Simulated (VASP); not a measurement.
# C (R-3m) in VASP: a series of runs, part 2 of 2

VASP 6.6.1.

### Step 4. Relaxation of cell and atoms, LDA

This run uses another cell than the first one, of 8.57 Å³/atom, 1.023 times its volume.

INCAR reads:

```
SYSTEM = C
ALGO     = Normal         ! electronic algorithm
EDIFF    = 1E-6           ! SCF threshold, eV
EDIFFG   = -0.005         ! ionic threshold
ENCUT    = 600            ! plane-wave cutoff, eV
IBRION   = 2              ! ionic algorithm
ISIF     = 3              ! what is computed and relaxed
ISMEAR   = 0              ! smearing method
LASPH    = .True.         ! aspherical terms in the spheres
LCHARG   = .False.        ! write CHGCAR
LREAL    = .False.        ! projectors in reciprocal space
LWAVE    = .False.        ! write WAVECAR
NELM     = 80             ! most SCF steps
NSW      = 100            ! ionic steps
PREC     = Accurate       ! precision mode
SIGMA    = 0.02           ! smearing width, eV
```

KPOINTS reads:

```
k-points
0
Gamma
  12 12 12
  0 0 0
```

POSCAR reads:

```
C
1.0
    1.2226946174      0.7059230665      3.3108905277
   -1.2226946174      0.7059230665      3.3108905277
    0.0000000000     -1.4118461329      3.3108905277
C
2
Direct
    0.1665670578      0.1665670578      0.1665670578
    0.8334329422      0.8334329422      0.8334329422
```

Potentials or basis: VASP PAW LDA potentials, release 64 (C).

Started as:

```
$ cat potpaw_LDA.64/C/POTCAR > POTCAR
$ mpirun -np 1 vasp_std > vasp.out
```

OUTCAR:

```text
SYSTEM = C
   EDIFF = 1E-6
   EDIFFG = -0.005
   ENCUT = 600
   IBRION = 2
   ISIF = 3
   ISMEAR = 0
   LASPH = .True.
   LREAL = .False.
   NELM = 80
   NSW = 100
   PREC = Accurate

 ion  position               nearest neighbor table
   1  0.167  0.167  0.167-   2 1.41   2 1.41   2 1.41
   2  0.833  0.833  0.833-   1 1.41   1 1.41   1 1.41

  LATTYP: Found a trigonal (rhomboedric) cell.
 ALAT       =     3.5993479395
 COS(alpha) =     0.7692092839

  Lattice vectors:

 A1 = (   1.2226946174,   0.7059230665,   3.3108905277)
 A2 = (  -1.2226946174,   0.7059230665,   3.3108905277)
 A3 = (   0.0000000000,  -1.4118461329,   3.3108905277)

Analysis of symmetry for initial positions (statically):
=====================================================================
[... 370 lines left out ...]
 fundamental gap:      0.7819379584
 Fermi energy:         4.7210012774

 k-point     1 :       0.0000    0.0000    0.0000
  band No.  band energies     occupation
      1     -14.6984      2.00000
      2      -1.5691      2.00000
      3       1.9788      2.00000
      4       1.9788      2.00000
      5       9.0152      0.00000
      6      13.4415      0.00000
      7      13.4415      0.00000
      8      16.4622      0.00000
[... 243 lines left out ...]
 k-point    24 :      -0.4167    0.1667    0.0000
  band No.  band energies     occupation
      1      -8.7725      2.00000
      2      -7.9285      2.00000
      3      -3.2419      2.00000
      4       3.4979      2.00000
      5       6.5958      0.00000
      6      15.4471      0.00000
      7      16.1362      0.00000
      8      17.2861      0.00000

 [... further k-points ...]

------------------------ aborting loop because EDIFF is reached ----------------------------------------

  FORCE on cell =-STRESS in cart. coord.  units (eV):
  Direction    XX          YY          ZZ          XY          YZ          ZX
  --------------------------------------------------------------------------------------
  -------------------------------------------------------------------------------------
  Total       -0.0075458     -0.0075458      0.0061201      0.0000000      0.0000000      0.0000000
  in kB       -0.7152720     -0.7152720      0.5801336      0.0000000      0.0000000      0.0000000
  external PRESSURE =      -0.2834702 kB  Pullay stress =       0.0000000 kB
[... 17 lines left out ...]
  FREE ENERGIE OF THE ION-ELECTRON SYSTEM (eV)
  ---------------------------------------------------
  free  energy   TOTEN  =       -20.2302370120 eV

  energy  without entropy=      -20.2302370120  energy(sigma->0) =      -20.23023701

 reached required accuracy - stopping structural energy minimisation
```

CONTCAR:

```text
C
   1.00000000000000
     1.2231566008816384    0.7061897927869691    3.2612732399581401
    -1.2231566008816384    0.7061897927869691    3.2612732399581401
     0.0000000000000000   -1.4123795854753984    3.2612732399584599
  C
     2
Direct
     0.1665574606723899    0.1665574606723899    0.1665574606723899
     0.8334425393276099    0.8334425393276099    0.8334425393276099

  0.00000000E+00  0.00000000E+00  0.00000000E+00
  0.00000000E+00  0.00000000E+00  0.00000000E+00
```

It took 1.8 min on 1 thread of Intel Xeon 6975P-C (Granite Rapids), shared host; peak memory 0.15 GiB.

What came out:

| Item | Value |
| --- | --- |
| Free energy | -20.2302 eV |
| Relaxed volume | 8.45 Å³/atom |
| Relaxed cell | a = 3.554 Å, b = 3.554 Å, c = 3.554 Å, α = 40.26°, β = 40.26°, γ = 40.26° |
| Space group after relaxing (to 0.05 Å) | R-3m (No. 166) |
| Energy gained by relaxing | 0.2 meV/atom |
| Ionic steps | 11 |
| Pressure after relaxing | 0.0 GPa |
| Band gap on the k mesh | 0.78 eV, direct |

Stress tensor (GPa, compression positive):
```
-0.07  0.00  0.00
 0.00 -0.07  0.00
 0.00  0.00  0.06
```

Step by step:
| step | energy change (eV) | largest force (eV/Å) | pressure (GPa) | volume (Å³) |
| --- | --- | --- | --- | --- |
| 1 | 0.0000 | 0.0019 | 0.18 | 17.15 |
| 2 | 0.0000 | 0.0017 | -0.90 | 17.17 |
| 3 | 0.0000 | 0.0003 | -0.29 | 17.16 |
| 4 | -0.0001 | 0.0018 | -0.24 | 17.13 |
| 5 | -0.0003 | 0.0082 | -0.23 | 17.06 |
| 6 | -0.0003 | 0.0211 | -0.15 | 16.91 |
| 7 | 0.0000 | 0.0591 | 1.20 | 16.82 |
| 8 | -0.0003 | 0.0088 | 0.08 | 16.90 |
| 9 | -0.0003 | 0.0096 | 0.06 | 16.90 |
| 10 | -0.0003 | 0.0206 | -0.19 | 16.91 |
| 11 | -0.0003 | 0.0003 | -0.03 | 16.90 |

Final structure:
```cif
data_structure
_symmetry_space_group_name_H-M 'P 1'
_symmetry_Int_Tables_number 1
_cell_length_a 3.5540
_cell_length_b 3.5540
_cell_length_c 3.5540
_cell_angle_alpha 40.262
_cell_angle_beta 40.262
_cell_angle_gamma 40.262
_cell_volume 16.90
loop_
_atom_site_label
_atom_site_type_symbol
_atom_site_fract_x
_atom_site_fract_y
_atom_site_fract_z
_atom_site_occupancy
C1 C 0.16656 0.16656 0.16656 1
C2 C 0.83344 0.83344 0.83344 1
```

A k mesh can miss the band edges. Zero-point motion and thermal expansion aren't in these numbers.

### Step 5. Summary

```csv
task,cell,smearing,gap on the mesh (eV),pressure (GPa),relaxed volume (Å³/atom)
relaxation of shape and atoms at fixed volume,"relaxed from a = 3.569 Å, angles 39.8°, 2 atoms",gaussian 0.01 eV,0.81,0.4,8.38
relaxation of cell and atoms,"relaxed from a = 3.595 Å, angles 39.8°, 2 atoms",gaussian 0.01 eV,0.77,0.0,8.47
relaxation of cell and atoms,"relaxed from a = 3.599 Å, angles 39.7°, 2 atoms",gaussian 0.02 eV,0.78,0.0,8.45
```

Alike in all rows: level LDA; potentials or basis VASP PAW LDA potentials, release 64 (C); no spin polarisation; k mesh 12 × 12 × 12; cutoff (eV) 600.

Absolute energies hang on the potentials; compare differences alone.
